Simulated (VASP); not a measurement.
# Ga (I4/mmm) in VASP: further runs

Aim: see how the results for Ga move with the level of theory and the settings. Levels: PBE+D3(BJ), PBEsol. Tasks: single point.

All numbers are computed with VASP 6.6.1; they aren't measurements. Logs are shortened: lines on timing, memory, paths and dates and some standing lists are left out, and cuts for length are marked.

## Step 1: The cell of the first run

It takes space group I4/mmm (No. 139, tetragonal). The conventional cell has a = 2.814 Å, b = 2.814 Å, c = 4.534 Å, α = 90.00°, β = 90.00°, γ = 90.00°. Within 3.7 Å of Ga (site symmetry 4/mmm) lie 12 Ga at 2.81 to 3.02 Å.

## Step 2: Single point, PBE+D3(BJ)

Contents of POSCAR:

```
Ga
1.0
   -1.4068604442      1.4068604442      2.2672300649
    1.4068604442     -1.4068604442      2.2672300649
    1.4068604442      1.4068604442     -2.2672300649
Ga
1
Direct
    0.0000000000      0.0000000000      0.0000000000
```

Contents of INCAR.step1:

```
ALGO = Fast
EDIFF = 1E-7
ENCUT = 520
GGA = PE
ISIF = 2
ISMEAR = 0
IVDW = 12
LASPH = True
LCHARG = True
LREAL = False
LWAVE = False
NBANDS = 12
NELM = 80
PREC = Accurate
SIGMA = 0.1
```

Contents of KPOINTS.step1:

```
k-points
0
Gamma
  20 20 20
```

Contents of INCAR.step2:

```
ALGO = Fast
EDIFF = 1E-7
ENCUT = 520
GGA = PE
ICHARG = 11
ISIF = 2
ISMEAR = -5
IVDW = 12
LASPH = True
LCHARG = False
LORBIT = 11
LREAL = False
LWAVE = False
NEDOS = 1001
NELM = 80
PREC = Accurate
SIGMA = 0.1
```

Contents of KPOINTS.step2:

```
k-points
0
Gamma
  30 30 30
```

Potentials or basis: VASP PAW PBE potentials, release 64 (Ga_d).

Launch:

```bash
$ cat potpaw_PBE.64/Ga_d/POTCAR > POTCAR
$ cp INCAR.step1 INCAR
$ cp KPOINTS.step1 KPOINTS
$ mpirun -np 1 vasp_std > vasp.out
$ cp INCAR.step2 INCAR
$ cp KPOINTS.step2 KPOINTS
$ mpirun -np 1 vasp_std > vasp.out
```

OUTCAR:

```text
EDIFF = 1E-7
   ENCUT = 520
   GGA = PE
   ICHARG = 11
   ISIF = 2
   ISMEAR = -5
   IVDW = 12
   LASPH = True
   LORBIT = 11
   LREAL = False
   NELM = 80
   PREC = Accurate
 IVDW          = 12

 ion  position               nearest neighbor table
   1  0.000  0.000  0.000-

  LATTYP: Found a body centered tetragonal cell.
 ALAT       =     2.8137208884
 C/A-ratio  =     1.6115529257

  Lattice vectors:

 A1 = (  -1.4068604442,   1.4068604442,   2.2672300649)
 A2 = (   1.4068604442,  -1.4068604442,   2.2672300649)
 A3 = (   1.4068604442,   1.4068604442,  -2.2672300649)

Analysis of symmetry for initial positions (statically):
=====================================================================
 Subroutine PRICEL returns:
 Original cell was already a primitive cell.

 Routine SETGRP: Setting up the symmetry group for a
 body centered tetragonal supercell.

 Subroutine GETGRP returns: Found 16 space group operations
 (whereof 16 operations were pure point group operations)
 out of a pool of 16 trial point group operations.

The static configuration has the point symmetry D_4h.

Analysis of symmetry for dynamics (positions and initial velocities):
=====================================================================
 Subroutine PRICEL returns:
 Original cell was already a primitive cell.

 Routine SETGRP: Setting up the symmetry group for a
 body centered tetragonal supercell.

 Subroutine GETGRP returns: Found 16 space group operations
 (whereof 16 operations were pure point group operations)
 out of a pool of 16 trial point group operations.

The dynamic configuration has the point symmetry D_4h.

 Subroutine INISYM returns: Found 16 space group operations
 (whereof 16 operations are pure point group operations),
 and found     1 'primitive' translations

----------------------------------------------------------------------------------------

                                     Primitive cell

  volume of cell :      17.9497

  direct lattice vectors                    reciprocal lattice vectors
    -1.406860444  1.406860444  2.267230065     0.000000000  0.355401278  0.220533420
     1.406860444 -1.406860444  2.267230065     0.355401278  0.000000000  0.220533420
     1.406860444  1.406860444 -2.267230065     0.355401278  0.355401278  0.000000000

  length of vectors
     3.016429145  3.016429145  3.016429145     0.418264340  0.418264340  0.502613308

  position of ions in fractional coordinates (direct lattice)
     0.000000000  0.000000000  0.000000000

  ion indices of the primitive-cell ions
   primitive index   ion index
                 1           1

----------------------------------------------------------------------------------------

 KPOINTS: k-points

Automatic generation of k-mesh.
 Grid dimensions read from file:
 generate k-points for:   30   30   30

 Generating k-lattice:

  Cartesian coordinates                     Fractional coordinates (reciprocal lattice)
     0.000000000  0.011846709  0.007351114     0.033333333  0.000000000 -0.000000000
     0.011846709  0.000000000  0.007351114     0.000000000  0.033333333 -0.000000000
     0.011846709  0.011846709  0.000000000     0.000000000  0.000000000  0.033333333

  Length of vectors
     0.013942145  0.013942145  0.016753777

  Shift w.r.t. Gamma in fractional coordinates (k-lattice)
     0.000000000  0.000000000  0.000000000

 TETIRR: Found  34135 inequivalent tetrahedra from   162000

 Subroutine IBZKPT returns following result:
 ===========================================

 Found   1992 irreducible k-points:

 Following reciprocal coordinates:
            Coordinates               Weight
  0.000000  0.000000  0.000000      1.000000
  0.033333 -0.000000  0.000000      8.000000
  0.066667  0.000000  0.000000      8.000000
  0.100000  0.000000 -0.000000      8.000000
  0.133333  0.000000 -0.000000      8.000000
  0.166667  0.000000  0.000000      8.000000
[... 16 lines left out ...]
  0.233333  0.033333 -0.000000     16.000000
  0.266667  0.033333 -0.000000     16.000000
 [... further k-points ...]
   k-points           NKPTS =   1992   k-points in BZ     NKDIM =   1992   number of bands    NBANDS=     10
   number of dos      NEDOS =   1001   number of ions     NIONS =      1
   total plane-waves  NPLWV =  13824
   dimension x,y,z NGX =    24 NGY =   24 NGZ =   24
   dimension x,y,z NGXF=    48 NGYF=   48 NGZF=   48
   ions per type =               1
   NGX,Y,Z   is equivalent  to a cutoff of  13.23, 13.23, 13.23 a.u.
   NGXF,Y,Z  is equivalent  to a cutoff of  26.45, 26.45, 26.45 a.u.
 SYSTEM =  unknown system
   PREC   = accura    normal or accurate (medium, high low for compatibility)
   ISTART =      0    job   : 0-new  1-cont  2-samecut
   ICHARG =     11    charge: 1-file 2-atom 10-const
   ISPIN  =      1    spin polarized calculation?
   LNONCOLLINEAR =      F non collinear calculations
   LSORBIT =      F    spin-orbit coupling
   LASPH  =      T    aspherical Exc in radial PAW
   ENCUT  =  520.0 eV  38.22 Ry    6.18 a.u.   5.61  5.61  5.61*2*pi/ulx,y,z
   NELM   =     80;   NELMIN=  2; NELMDL=  0     # of ELM steps
   EDIFF  = 0.1E-06   stopping-criterion for ELM
   LREAL  =      F    real-space projection
   EDIFFG = 0.1E-05   stopping-criterion for IOM
   NSW    =      0    number of steps for IOM
   IBRION =     -1    ionic relax: 0-MD 1-quasi-New 2-CG
   NFREE  =      0    steps in history (QN), initial steepest desc. (CG)
   ISIF   =      2    stress and relaxation
   ISYM   =      2    0-nonsym 1-usesym 2-fastsym
   POTIM  = 0.5000    time-step for ionic-motion
   TEBEG  =    0.0;   TEEND  =   0.0 temperature during run
   PSTRESS=    0.0 pullay stress
   NELECT =      13.0000    total number of electrons
   NUPDOWN=      -1.0000    fix difference up-down
   EMIN   =  10.00;   EMAX   =-10.00  energy-range for DOS
   EFERMI =   0.00;   METHOD = LEGACY
   ISMEAR =    -5;   SIGMA  =   0.10  broadening in eV -4-tet -1-fermi 0-gaus
   EFERMI_NEDOS =   21; number of points for ismear=-14 and -15
   IALGO  =     68    algorithm
   IMIX   =      4    mixing-type and parameters
     AMIX     =   0.40;   BMIX     =  1.00
     AMIX_MAG =   1.60;   BMIX_MAG =  1.00
  volume/ion in A,a.u.               =      17.95       121.13
  Fermi-wavevector in a.u.,A,eV,Ry     =   1.470179  2.778235 29.407971  2.161425
  Thomas-Fermi vector in A             =   2.585467
   LORBIT       =     11    0 simple, 1 ext, 2 COOP (PROOUT), +10 PAW based schemes
   GGA     = PE    functional components
   LHFCALC =     F    Hartree Fock is set to
   AEXX    =    0.0000 exact exchange contribution
   IVDW    =    12    specifies the selected vdW correction
   LEPSILON=     F    determine dielectric tensor
   LRPA    =     F    only Hartree local field effects (RPA)
 non-spin polarized calculation
 RMM-DIIS sequential band-by-band and
 Fermi weights with tetrahedron method with Bloechl corrections
  energy-cutoff  :      520.00
  volume of cell :       17.95
 maximum number of plane-waves:       498

 number of electron      12.9999992 magnetization

 Free energy of the ion-electron system (eV)
  ---------------------------------------------------
  ext. energy  EPLUGINS =         0.00000000
  ---------------------------------------------------
  free energy    TOTEN  =        -2.87962273 eV

  energy without entropy =       -2.87962273  energy(sigma->0) =       -2.87962273

 E-fermi :   6.0332     XC(G=0): -11.2688

 val. band max:        6.1106556070   @ k =   0.2667   0.2667   0.1333
 cond. band min:       5.9930764196   @ k =  -0.4667   0.5000   0.2000
 fundamental gap:     -0.1175791873
 Fermi energy:         6.0331984476

 k-point     1 :       0.0000    0.0000    0.0000
  band No.  band energies     occupation
      1      -9.0230      2.00000
      2      -8.8795      2.00000
      3      -8.8795      2.00000
      4      -8.8741      2.00000
      5      -8.7227      2.00000
      6      -5.4046      2.00000
      7      18.7918      0.00000
      8      18.8315      0.00000
      9      18.8322      0.00000
     10      22.3139      0.00000

 k-point     2 :       0.0333   -0.0000    0.0000
  band No.  band energies     occupation
      1      -9.0212      2.00000
      2      -8.8802      2.00000
      3      -8.8782      2.00000
      4      -8.8735      2.00000
      5      -8.7236      2.00000
      6      -5.3748      2.00000
      7      18.3943      0.00000
      8      18.6862      0.00000
      9      18.7955      0.00000
     10      21.8035      0.00000

 k-point     3 :       0.0667    0.0000    0.0000
  band No.  band energies     occupation
      1      -9.0161      2.00000
      2      -8.8831      2.00000
      3      -8.8744      2.00000
      4      -8.8707      2.00000
      5      -8.7262      2.00000
      6      -5.2854      2.00000
      7      17.3512      0.00000
      8      18.3814      0.00000
      9      18.6974      0.00000
     10      21.3960      0.00000

 k-point     4 :       0.1000    0.0000   -0.0000
  band No.  band energies     occupation
      1      -9.0089      2.00000
      2      -8.8887      2.00000
      3      -8.8686      2.00000
      4      -8.8648      2.00000
      5      -8.7301      2.00000
      6      -5.1358      2.00000
      7      16.0451      0.00000
      8      17.9663      0.00000
      9      18.5601      0.00000
     10      21.1348      0.00000
[... 222 lines left out ...]
 k-point    22 :       0.2000    0.0333   -0.0000
  band No.  band energies     occupation
      1      -8.9903      2.00000
      2      -8.9194      2.00000
      3      -8.8451      2.00000
      4      -8.8193      2.00000
      5      -8.7398      2.00000
      6      -4.1889      2.00000
      7      11.5216      0.00000
      8      16.4346      0.00000
      9      17.6423      0.00000
     10      20.2140      0.00000

 k-point    23 :       0.2333    0.0333   -0.0000
  band No.  band energies     occupation
      1      -8.9882      2.00000
      2      -8.9325      2.00000
      3      -8.8407      2.00000
      4      -8.7978      2.00000
      5      -8.7391      2.00000
      6      -3.7763      2.00000
      7      10.1849      0.00000
      8      16.0513      0.00000
      9      17.4860      0.00000
     10      19.8468      0.00000

 k-point    24 :       0.2667    0.0333   -0.0000
  band No.  band energies     occupation
      1      -8.9886      2.00000
      2      -8.9459      2.00000
      3      -8.8403      2.00000
      4      -8.7737      2.00000
      5      -8.7351      2.00000
      6      -3.3019      2.00000
      7       8.8912      0.00000
      8      15.6847      0.00000
      9      17.3833      0.00000
     10      19.5175      0.00000

 [... further k-points ...]

------------------------ aborting loop because EDIFF is reached ----------------------------------------

 Edisp (eV)   -0.31989

 E8    (eV) :    -0.1495

  FORCE on cell =-STRESS in cart. coord.  units (eV):
  Direction    XX          YY          ZZ          XY          YZ          ZX
  --------------------------------------------------------------------------------------
  -------------------------------------------------------------------------------------
  Total       0.04726     0.04726    -0.02555     0.00000     0.00000     0.00000
  in kB       4.21874     4.21874    -2.28042     0.00000     0.00000     0.00000
  external pressure =        2.05 kB  Pullay stress =        0.00 kB

 VOLUME and BASIS-vectors are now :
 -----------------------------------------------------------------------------
  energy-cutoff  :      520.00
  volume of cell :       17.95
      direct lattice vectors                 reciprocal lattice vectors
    -1.406860444  1.406860444  2.267230065     0.000000000  0.355401278  0.220533420
     1.406860444 -1.406860444  2.267230065     0.355401278  0.000000000  0.220533420
     1.406860444  1.406860444 -2.267230065     0.355401278  0.355401278  0.000000000

 POSITION                                       TOTAL-FORCE (eV/Angst)
 -----------------------------------------------------------------------------------
      0.00000      0.00000      0.00000        -0.000000      0.000000     -0.000000
 -----------------------------------------------------------------------------------
    total drift:                               -0.000000      0.000000     -0.000000

  FREE ENERGIE OF THE ION-ELECTRON SYSTEM (eV)
  ---------------------------------------------------
  free  energy   TOTEN  =        -3.1995130874 eV

  energy  without entropy=       -3.1995130874  energy(sigma->0) =       -3.19951309

 total charge

# of ion       s       p       d       tot
------------------------------------------
    1        1.021   0.568   9.963  11.553
```

It took 3.6 min on 1 thread of Intel Xeon Platinum 8488C (Sapphire Rapids), shared host; peak memory 0.51 GiB.

Results:

| Quantity | Value |
| --- | --- |
| Valence electrons inside the program's atomic spheres | Ga 11.55 |
| Dispersion energy per atom | -0.320 eV |

Caveat: tetrahedron occupations give inexact forces and stress in metals.

(Part 1 of 2 ends here.)
